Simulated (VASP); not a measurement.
# ZnS (scanat) (P6_3mc) in VASP: further runs

ZnS (scanat) is run at these levels: r2SCAN; tasks: single point.

All numbers are computed with VASP 6.6.1; they aren't measurements. Logs are shortened: lines on timing, memory, paths and dates and some standing lists are left out, and cuts for length are marked.

## (1) The cell of the first run

The structure is hexagonal, space group P6_3mc (No. 186). The conventional cell has a = 3.782 Å, b = 3.782 Å, c = 6.208 Å, α = 90.00°, β = 90.00°, γ = 120.00°. Zn (site symmetry 3m) has 4 S at 2.21 to 2.79 Å within 2.9 Å. S (site symmetry 3m) has 4 Zn at 2.21 to 2.79 Å within 2.9 Å.

## (2) Single point, r2SCAN

File POSCAR:

```
ZnS
1.0
    3.7822379936      0.0000000000      0.0000000000
   -1.8911189968      3.2755141856      0.0000000000
    0.0000000000      0.0000000000      6.2081825480
Zn S
2 2
Direct
    0.3333333333      0.6666666667     -0.0373249410
    0.6666666667      0.3333333333      0.4626750590
    0.3333333333      0.6666666667      0.4123249410
    0.6666666667      0.3333333333      0.9123249410
```

File INCAR.step1:

```
SYSTEM = ZnS
ALGO     = Normal         ! electronic algorithm
EDIFF    = 1E-4           ! SCF threshold, eV
ENCUT    = 520            ! plane-wave cutoff, eV
GGA      = PE             ! functional
ISMEAR   = 0              ! smearing method
LASPH    = .True.         ! aspherical terms in the spheres
LCHARG   = .False.        ! write CHGCAR
LREAL    = .False.        ! projectors in reciprocal space
LWAVE    = .True.         ! write WAVECAR
NBANDS   = 26             ! bands
NELM     = 60             ! most SCF steps
PREC     = Accurate       ! precision mode
SIGMA    = 0.01           ! smearing width, eV
```

File INCAR.step2:

```
SYSTEM = ZnS
ALGO     = Normal         ! electronic algorithm
EDIFF    = 1E-7           ! SCF threshold, eV
ENCUT    = 520            ! plane-wave cutoff, eV
ISIF     = 2              ! what is computed and relaxed
ISMEAR   = 0              ! smearing method
ISTART   = 1            
LASPH    = .True.         ! aspherical terms in the spheres
LCHARG   = .False.        ! write CHGCAR
LMIXTAU  = .True.       
LREAL    = .False.        ! projectors in reciprocal space
LWAVE    = .False.        ! write WAVECAR
METAGGA  = R2SCAN         ! meta-GGA
NBANDS   = 26             ! bands
NELM     = 60             ! most SCF steps
PREC     = Accurate       ! precision mode
SIGMA    = 0.01           ! smearing width, eV
```

File KPOINTS:

```
k-points
0
Gamma
  9 9 6
  0 0 0
```

Potentials or basis: VASP PAW PBE potentials, release 64 (Zn, S).

Started as:

```console
$ cat potpaw_PBE.64/Zn/POTCAR potpaw_PBE.64/S/POTCAR > POTCAR
$ cp INCAR.step1 INCAR
$ mpirun -np 1 vasp_std > vasp.out
$ cp INCAR.step2 INCAR
$ mpirun -np 1 vasp_std > vasp.out
```

OUTCAR:

```text
SYSTEM = ZnS
   EDIFF = 1E-7
   ENCUT = 520
   ISIF = 2
   ISMEAR = 0
   ISTART = 1
   LASPH = .True.
   LREAL = .False.
   METAGGA = R2SCAN
   NELM = 60
   PREC = Accurate

 ion  position               nearest neighbor table
   1  0.333  0.667  0.963-   4 2.21   4 2.21   4 2.21   3 2.79
   2  0.667  0.333  0.463-   3 2.21   3 2.21   3 2.21   4 2.79
   3  0.333  0.667  0.412-   2 2.21   2 2.21   2 2.21   1 2.79
   4  0.667  0.333  0.912-   1 2.21   1 2.21   1 2.21   2 2.79

  LATTYP: Found a hexagonal cell.
 ALAT       =     3.7822379936
 C/A-ratio  =     1.6414045225

  Lattice vectors:

 A1 = (   3.7822379936,   0.0000000000,   0.0000000000)
 A2 = (  -1.8911189968,   3.2755141856,   0.0000000000)
 A3 = (   0.0000000000,   0.0000000000,   6.2081825480)

Analysis of symmetry for initial positions (statically):
=====================================================================
 Subroutine PRICEL returns:
 Original cell was already a primitive cell.

 Routine SETGRP: Setting up the symmetry group for a
 hexagonal supercell.

 Subroutine GETGRP returns: Found 12 space group operations
 (whereof  6 operations were pure point group operations)
 out of a pool of 24 trial point group operations.

The static configuration has the point symmetry C_3v.
 The point group associated with its full space group is C_6v.

Analysis of symmetry for dynamics (positions and initial velocities):
=====================================================================
 Subroutine PRICEL returns:
 Original cell was already a primitive cell.

 Routine SETGRP: Setting up the symmetry group for a
 hexagonal supercell.

 Subroutine GETGRP returns: Found 12 space group operations
 (whereof  6 operations were pure point group operations)
 out of a pool of 24 trial point group operations.

The dynamic configuration has the point symmetry C_3v.
 The point group associated with its full space group is C_6v.

 Subroutine INISYM returns: Found 12 space group operations
 (whereof  6 operations are pure point group operations),
 and found     1 'primitive' translations

----------------------------------------------------------------------------------------

                                     Primitive cell

  volume of cell :      76.9118

[... 84 lines left out ...]
   ISTART =      1    job   : 0-new  1-cont  2-samecut
   ICHARG =      0    charge: 1-file 2-atom 10-const
   ISPIN  =      1    spin polarized calculation?
   LNONCOLLINEAR =      F non collinear calculations
   LSORBIT =      F    spin-orbit coupling
   LASPH  =      T    aspherical Exc in radial PAW
   ENCUT  =  520.0 eV  38.22 Ry    6.18 a.u.   7.03  7.03 11.54*2*pi/ulx,y,z
   NELM   =     60;   NELMIN=  2; NELMDL=  0     # of ELM steps
   EDIFF  = 0.1E-06   stopping-criterion for ELM
   LREAL  =      F    real-space projection
   EDIFFG = 0.1E-05   stopping-criterion for IOM
   NSW    =      0    number of steps for IOM
   IBRION =     -1    ionic relax: 0-MD 1-quasi-New 2-CG
   NFREE  =      0    steps in history (QN), initial steepest desc. (CG)
   ISIF   =      2    stress and relaxation
   ISYM   =      2    0-nonsym 1-usesym 2-fastsym
   POTIM  = 0.5000    time-step for ionic-motion
   TEBEG  =    0.0;   TEEND  =   0.0 temperature during run
   PSTRESS=    0.0 pullay stress
   NELECT =      36.0000    total number of electrons
   NUPDOWN=      -1.0000    fix difference up-down
   EMIN   =  10.00;   EMAX   =-10.00  energy-range for DOS
   EFERMI =   0.00;   METHOD = LEGACY
   ISMEAR =     0;   SIGMA  =   0.01  broadening in eV -4-tet -1-fermi 0-gaus
   EFERMI_NEDOS =   21; number of points for ismear=-14 and -15
   IALGO  =     38    algorithm
   IMIX   =      4    mixing-type and parameters
     AMIX     =   0.40;   BMIX     =  1.00
     AMIX_MAG =   1.60;   BMIX_MAG =  1.00
  volume/ion in A,a.u.               =      19.23       129.76
  Fermi-wavevector in a.u.,A,eV,Ry     =   1.271095  2.402022 21.982700  1.615683
  Thomas-Fermi vector in A             =   2.404047
   LORBIT       =      0    0 simple, 1 ext, 2 COOP (PROOUT), +10 PAW based schemes
   METAGGA = R2SCAN    functional components
   LHFCALC =     F    Hartree Fock is set to
   AEXX    =    0.0000 exact exchange contribution
   IVDW    =     0    specifies the selected vdW correction
   LEPSILON=     F    determine dielectric tensor
   LRPA    =     F    only Hartree local field effects (RPA)
 non-spin polarized calculation
 Gauss-broadening in eV      SIGMA  =   0.01
  energy-cutoff  :      520.00
  volume of cell :       76.91
 maximum number of plane-waves:      2087
   NGX = 15   NGY = 15   NGZ = 23

 number of electron      36.0000001 magnetization

 Free energy of the ion-electron system (eV)
  ---------------------------------------------------
  ext. energy  EPLUGINS =         0.00000000
  ---------------------------------------------------
  free energy    TOTEN  =       -37.08493625 eV

  energy without entropy =      -37.08493625  energy(sigma->0) =      -37.08493625

 E-fermi :   2.0273     XC(G=0): -10.3805

 val. band max:        1.9447498570   @ k =   0.0000   0.0000   0.0000
 cond. band min:       5.1583696073   @ k =   0.0000   0.0000   0.0000
 fundamental gap:      3.2136197503
 Fermi energy:         2.0272900649

 k-point     1 :       0.0000    0.0000    0.0000
  band No.  band energies     occupation
      1     -11.9205      2.00000
      2     -11.0806      2.00000
      3      -4.9182      2.00000
      4      -4.9181      2.00000
      5      -4.9084      2.00000
      6      -4.9083      2.00000
[... 685 lines left out ...]
     25      12.6944      0.00000
     26      13.1568      0.00000

 [... further k-points ...]
[... 5 lines left out ...]
  --------------------------------------------------------------------------------------
  -------------------------------------------------------------------------------------
  Total        4.3831802      4.3831802     -0.1588179      0.0000000      0.0000000      0.0000000
  in kB       91.3076355     91.3076355     -3.3083932      0.0000000      0.0000000      0.0000000
  external PRESSURE =      59.7689592 kB  Pullay stress =       0.0000000 kB

 VOLUME and BASIS-vectors are now :
 -----------------------------------------------------------------------------
  energy-cutoff  :      520.00
  volume of cell :       76.91
      direct lattice vectors                 reciprocal lattice vectors
     3.782237994  0.000000000  0.000000000     0.264393727  0.152647790  0.000000000
    -1.891118997  3.275514186  0.000000000     0.000000000  0.305295579  0.000000000
     0.000000000  0.000000000  6.208182548     0.000000000  0.000000000  0.161077738

 POSITION                                       TOTAL-FORCE (eV/Angst)
 -----------------------------------------------------------------------------------
     -0.00000      2.18368      5.97646        -0.000000     -0.000000      0.745665
      1.89112      1.09184      2.87237         0.000000      0.000000      0.745665
     -0.00000      2.18368      2.55979        -0.000000      0.000000     -0.745665
      1.89112      1.09184      5.66388        -0.000000     -0.000000     -0.745665
 -----------------------------------------------------------------------------------
    total drift:                               -0.000000     -0.000000     -0.050393

  FREE ENERGIE OF THE ION-ELECTRON SYSTEM (eV)
  ---------------------------------------------------
  free  energy   TOTEN  =       -37.0849362473 eV

  energy  without entropy=      -37.0849362473  energy(sigma->0) =      -37.08493625
```

OUTCAR.step1:

```text
SYSTEM = ZnS
   EDIFF = 1E-4
   ENCUT = 520
   GGA = PE
   ISMEAR = 0
   LASPH = .True.
   LREAL = .False.
   NELM = 60
[... 925 lines left out ...]
      1.89112      1.09184      2.87237         0.000000      0.000000      0.774563
     -0.00000      2.18368      2.55979        -0.000000      0.000000     -0.774563
      1.89112      1.09184      5.66388        -0.000000     -0.000000     -0.774563
 -----------------------------------------------------------------------------------
    total drift:                               -0.000001     -0.000001      0.001167

  FREE ENERGIE OF THE ION-ELECTRON SYSTEM (eV)
  ---------------------------------------------------
  free  energy   TOTEN  =       -13.0036081058 eV

  energy  without entropy=      -13.0036081058  energy(sigma->0) =      -13.00360811
```

It took 4.6 min on 1 thread of Intel Xeon Platinum 8259CL at 2.50GHz (Skylake/Cascade Lake), shared host; peak memory 0.24 GiB.

What came out:

```yaml
Free_energy: -37.0849 eV
Pressure: 6.0 GPa
Largest_force: 0.746 eV/Å
Band_gap_on_the_k_mesh: 3.21 eV, direct
```

Forces on the atoms (eV/Å):
```
Zn   0.000  0.000  0.746
Zn   0.000  0.000  0.746
S    0.000  0.000 -0.746
S    0.000  0.000 -0.746
```

Stress tensor (GPa, compression positive):
```
 9.13  0.00  0.00
 0.00  9.13  0.00
 0.00  0.00 -0.33
```

Caveat: the PAW data sets were made with another functional, which shifts forces and pressure a little.

## (3) Single point, r2SCAN

File POSCAR:

```
ZnS
1.0
    3.7822379936      0.0000000000      0.0000000000
   -1.8911189968      3.2755141856      0.0000000000
    0.0000000000      0.0000000000      6.2081825480
Zn S
2 2
Direct
    0.3333333333      0.6666666667     -0.0467655882
    0.6666666667      0.3333333333      0.4532344118
    0.3333333333      0.6666666667      0.4217655882
    0.6666666667      0.3333333333      0.9217655882
```

File INCAR.step1:

```
PREC = Accurate
ENCUT = 520
ISMEAR = 0
SIGMA = 0.01
LREAL = F
LASPH = T
NELM = 60
NBANDS = 26
GGA = PE
ALGO = Normal
EDIFF = 1E-4
LWAVE = T
LCHARG = F
```

File INCAR.step2:

```
PREC = Accurate
ENCUT = 520
EDIFF = 1E-7
ISMEAR = 0
SIGMA = 0.01
LREAL = F
LASPH = T
NELM = 60
ALGO = Normal
ISIF = 2
LWAVE = F
LCHARG = T
METAGGA = R2SCAN
LMIXTAU = T
LELF = T
LVHAR = T
NBANDS = 26
ISTART = 1
```

File KPOINTS:

```
Automatic mesh
0
Gamma
  9 9 6
```

Potentials or basis: VASP PAW PBE potentials, release 64 (Zn, S).

Started as:

```console
$ cat potpaw_PBE.64/Zn/POTCAR potpaw_PBE.64/S/POTCAR > POTCAR
$ cp INCAR.step1 INCAR
$ mpirun -np 1 vasp_std > vasp.out
$ cp INCAR.step2 INCAR
$ mpirun -np 1 vasp_std > vasp.out
```

Run time: 4.5 min. Hardware: 1 thread of Intel Xeon Platinum 8259CL at 2.50GHz (Skylake/Cascade Lake), shared host; peak memory 0.24 GiB.

Results (log left out):

```yaml
Free_energy: -36.9317 eV
Pressure: 7.0 GPa
Largest_force: 0.526 eV/Å
Band_gap_on_the_k_mesh: 3.20 eV, direct
```

Forces on the atoms (eV/Å):
```
Zn   0.000  0.000  0.526
Zn   0.000  0.000  0.526
S    0.000  0.000 -0.526
S    0.000  0.000 -0.526
```

Stress tensor (GPa, compression positive):
```
10.34  0.00  0.00
 0.00 10.34  0.00
 0.00  0.00  0.30
```

Levels at points of the mesh, in eV from the valence-band top:
```csv
k point,band 14,band 15,band 16,band 17,band 18,band 19,band 20,band 21,band 22,band 23
"(0.00, 0.00, 0.00)",-0.58,-0.58,-0.02,0.00,0.00,3.20,3.32,6.79,6.79,7.82
"(0.00, 0.00, 0.50)",-2.33,-0.29,-0.29,-0.29,-0.29,3.96,3.96,7.11,7.11,7.11
```

Caveat: the PAW data sets were made with another functional, which shifts forces and pressure a little. A k mesh can miss the band edges.
